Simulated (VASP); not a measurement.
P, 2 atoms in the cell. The structure is trigonal, space group R-3m (No. 166). The conventional cell has a = 3.446 Å, b = 3.446 Å, c = 9.375 Å, α = 90.00°, β = 90.00°, γ = 120.00°. P (site symmetry 3m) has 6 P at 2.28 to 2.82 Å within 3.0 Å. 

* Program: VASP 6.6.1
* Task: single point
* Functional: r2SCAN
* Potentials or basis: VASP PAW PBE potentials, release 64 (P)
* Cutoff: 520 eV
* k mesh: 8 × 8 × 8
* Occupations: fermi-dirac, width 0.02 eV
* Spin: no spin polarisation
* Dipole correction: no
* Further INCAR settings: ALGO = Normal; EDIFF = 1e-07; NBANDS = 12

Potentials or basis: VASP PAW PBE potentials, release 64 (P).

Run with:

```console
$ cat potpaw_PBE.64/P/POTCAR > POTCAR
$ cp INCAR.step1 INCAR
$ mpirun -np 1 vasp_std > vasp.out
$ cp INCAR.step2 INCAR
$ mpirun -np 1 vasp_std > vasp.out
```

Hardware: 1 thread of Intel Xeon 8259CL (shared host).

Task: How long does it take, and how much memory?

Result: Wall time 2.5 min on 1 thread of Intel Xeon 8259CL, with other jobs on the host, peak memory 0.16 GiB. Counts: k points 65.
